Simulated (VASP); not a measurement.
## NiI3: single point with PBE+U

The system is NiI3.

```
Ni I
1.0
     5.55900    0.00000    0.00000
     0.00000    5.55900    0.00000
     0.00000    0.00000    5.55900
Ni I
1 3
Direct
  0.00000 0.00000 0.00000
  0.50000 0.00000 0.00000
  0.00000 0.00000 0.50000
  0.00000 0.50000 0.00000
```

```yaml
Program: VASP 6.6.1
Task: single point
Functional: PBE
Potentials_or_basis: VASP PAW PBE potentials, release 64 (Ni, I)
Cutoff: 520 eV
k_mesh: 4 × 4 × 4
Occupations: gaussian, width 0.05 eV
Spin: collinear spin, ferromagnetic start
Starting_moments: "[1.82, 0.0, 0.0, 0.0] μB"
Hubbard_terms: Ni d U = 6.2 eV
```

```yaml
Pressure: -0.1 GPa
Net_moment: 1.42 μB per cell
Site_moments: Ni +1.70; I -0.06 μB
Valence_electrons_inside_the_program's_atomic_spheres: Ni 8.76; I 4.26
```

Levels at points of the mesh, in eV from the Fermi level:
Spin up:
```tsv
k point	band 12	band 13	band 14	band 15	band 16	band 17	band 18	band 19	band 20	band 21
(0.00, 0.00, 0.00)	-0.56	-0.56	-0.56	-0.16	-0.16	-0.16	0.69	5.06	6.51	6.51
(0.50, 0.00, 0.00)	-1.48	-0.96	-0.96	-0.79	-0.31	-0.31	3.62	5.85	6.41	6.82
(0.50, 0.50, 0.00)	-1.14	-1.14	-0.93	-0.93	-0.12	0.44	5.42	5.59	5.59	7.04
(0.50, 0.50, 0.50)	-2.11	-0.10	-0.10	0.45	0.45	0.45	4.92	4.92	4.92	5.22
```
Spin down:
```tsv
k point	band 13	band 14	band 15	band 16	band 17	band 18
(0.00, 0.00, 0.00)	-0.22	-0.22	-0.22	0.70	0.70	1.04
(0.50, 0.00, 0.00)	-0.89	-0.39	-0.39	0.70	0.78	4.40
(0.50, 0.50, 0.00)	-1.01	-1.01	0.32	0.72	2.45	5.75
(0.50, 0.50, 0.50)	0.33	0.33	0.33	2.46	2.46	5.05
```

Eigenvalues of the final occupation matrices:
```tsv
site	spin	trace	eigenvalues
site 1 d	1	4.90	0.97 0.97 0.97 0.99 0.99
site 1 d	2	3.25	0.17 0.17 0.97 0.97 0.97
```

It took 110 s on 1 thread of AMD EPYC 9R45 96-Core Processor (Zen 5), on a shared host, peak memory 0.32 GiB.

Caveat: spin-orbit coupling is left out, which moves the levels of the heavy elements. The state reached can hang on the start; a lower one may exist.
